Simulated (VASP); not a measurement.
An input for VASP 6.6.1 (C):

The input INCAR:

```
SYSTEM = C
ALGO = Normal
EDIFF = 1E-6
ENCUT = 520
GGA = PE
ISIF = 2
ISMEAR = 0
LASPH = .True.
LCHARG = .False.
LREAL = .False.
LWAVE = .False.
NBANDS = 26
NELM = 80
PREC = Accurate
SIGMA = 0.2
```

The input KPOINTS:

```
k-points
0
Gamma
  6 6 6
  0 0 0
```

Contents of POSCAR:

```
C
1.0
   -2.5383243654      2.5384587627     -0.0000573084
    2.5378501306      2.5379951360      0.0002005853
    1.2689996705     -1.2693095646     -4.3291448573
C
8
Direct
    0.4137630363      0.4999974684      0.8275118086
    0.9137652406     -0.0000054423      0.8275086922
    0.9137498604      0.2500017749      0.3275115049
    0.4137468871      0.7500007772      0.3275151379
    0.0862525988     -0.0000003087      0.1724851986
    0.5862508345      0.4999978439      0.1724881698
    0.0862363192      0.2500036293      0.6724877886
    0.5862352230      0.7500042572      0.6724916995
```

Potentials or basis: VASP PAW PBE potentials, release 64 (C).

Run with:

```console
$ cat potpaw_PBE.64/C/POTCAR > POTCAR
$ mpirun -np 1 vasp_std > vasp.out
```

Problem. What does the program do with it?

Solution. The run stopped without a result. It printed:

OUTCAR:

```text
SYSTEM = C
   EDIFF = 1E-6
   ENCUT = 520
   GGA = PE
   ISIF = 2
   ISMEAR = 0
   LASPH = .True.
   LREAL = .False.
   NELM = 80
   PREC = Accurate
[... 48 lines left out ...]
|     E        R     R  R     R  O     O  R     R     ###     ###     ###     |
|     E        R     R  R     R  O     O  R     R     ###     ###     ###     |
|     EEEEE    RRRRRR   RRRRRR   O     O  RRRRRR       #       #       #      |
|     E        R   R    R   R    O     O  R   R                               |
|     E        R    R   R    R   O     O  R    R      ###     ###     ###     |
|     EEEEEEE  R     R  R     R  OOOOOOO  R     R     ###     ###     ###     |
|                                                                             |
|     PRICELV: current lattice and primitive lattice are incommensurate       |
|     within SYMPREC.                                                         |
|                                                                             |
|       ---->  I REFUSE TO CONTINUE WITH THIS SICK JOB ... BYE!!! <----       |
|                                                                             |
 -----------------------------------------------------------------------------
```

On the terminal:

```text
POSCAR found type information on POSCAR C
 POSCAR found :  1 types and       8 ions
[... 18 lines left out ...]

1
```
